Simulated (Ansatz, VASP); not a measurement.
**Mo: VASP beside Ansatz**

INCAR

```
ALGO = Fast
EDIFF = 1E-7
ENCUT = 520
GGA = PS
ISIF = 2
ISMEAR = 0
LASPH = True
LCHARG = False
LREAL = False
LWAVE = False
NBANDS = 13
NELM = 100
PREC = Accurate
SIGMA = 0.15
```

File KPOINTS:

```
k-points
0
Gamma
  22 22 22
```

The input POSCAR:

```
Mo
1.0
   -1.5710000000      1.5710000000      1.6102750000
    1.5710000000     -1.5710000000      1.6102750000
    1.5710000000      1.5710000000     -1.6102750000
Mo
1
Direct
    0.0000000000      0.0000000000      0.0000000000
```

Input for Ansatz:

```yaml
crystal:
  lattice:
    - [-1.571, 1.571, 1.610275]
    - [1.571, -1.571, 1.610275]
    - [1.571, 1.571, -1.610275]
  atoms:
    - { symbol: Mo, position: [0.0, 0.0, 0.0] }
basis:
  ecutwfc: 420
kpoints:
  mp_grid: { grid: [22, 22, 22] }
hamiltonian:
  xc: pbesol
scf:
  occupations: { method: gaussian, width: 0.15 }
output:
  forces: true
  stress: true
  eigenvalues: true
```

Change from the starting cell: strain +0.0250 x Voigt [0, 0, 1, 0, 0, 0], atoms carried along.

Alike in both runs: task single point; functional PBEsol; k mesh 22 × 22 × 22; occupations gaussian, width 0.15 eV; no spin polarisation.

|  | VASP | Ansatz |
| --- | --- | --- |
| version | VASP 6.6.1 | Ansatz 0.2.0 |
| potentials or method | VASP PAW PBE potentials, release 64 (Mo_sv), cutoff 520 eV | scalar-relativistic, plane waves, PAW |
| valence electrons in the cell | 14 | 14 |

Ansatz gave:

* gap on the k mesh at the Fermi level (eV): none
* pressure (GPa): -9.4
* traceless stress, the component that is largest in VASP (GPa): -4.72

Question: What did VASP give for the same quantities?

Answer: gap on the k mesh at the Fermi level (eV): none; pressure (GPa): -8.9; traceless stress, the component that is largest in VASP (GPa): -4.72.

VASP's potentials were made for PBE, not for PBEsol. A gap of «none» marks a metal or a gap that the smearing closes. With one functional, cell and mesh, what is left measures potentials, basis and numerics.
